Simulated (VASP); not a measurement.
Input of a VASP 6.6.1 run:

Contents of INCAR:

```
  ALGO = Normal
  EDIFF = 1E-6
  ENCUT = 520
  GGA = PS
  ISIF = 2
  ISMEAR = 0
  LASPH = True
  LCHARG = False
  LREAL = False
  LWAVE = False
  NBANDS = 8
  NELM = 80
  PREC = Accurate
  SIGMA = 0.05
```

The input KPOINTS:

```
k-points
0
Gamma
  20 20 20
```

File POSCAR:

```
Si
1.0
    0.0000000000      1.9399528135      1.9399528135
    1.9399528135      0.0000000000      1.9399528135
    1.9399528135      1.9399528135      0.0000000000
Si
1
Direct
    0.0000000000      0.0000000000      0.0000000000
```

Potentials or basis: VASP PAW PBE potentials, release 64 (Si).

The run is started by

```sh
$ cat potpaw_PBE.64/Si/POTCAR > POTCAR
$ mpirun -np 1 vasp_std > vasp.out
```

(1) Estimate the pressure.

(2) Predict the band gap on the k mesh.

Results:

(1) -3.2 GPa.

(2) zero (band 2 reaches 21.02 eV, above the bottom of band 3 at 6.97 eV).

Caveat: the PAW data sets were made with another functional, which shifts forces and pressure a little.
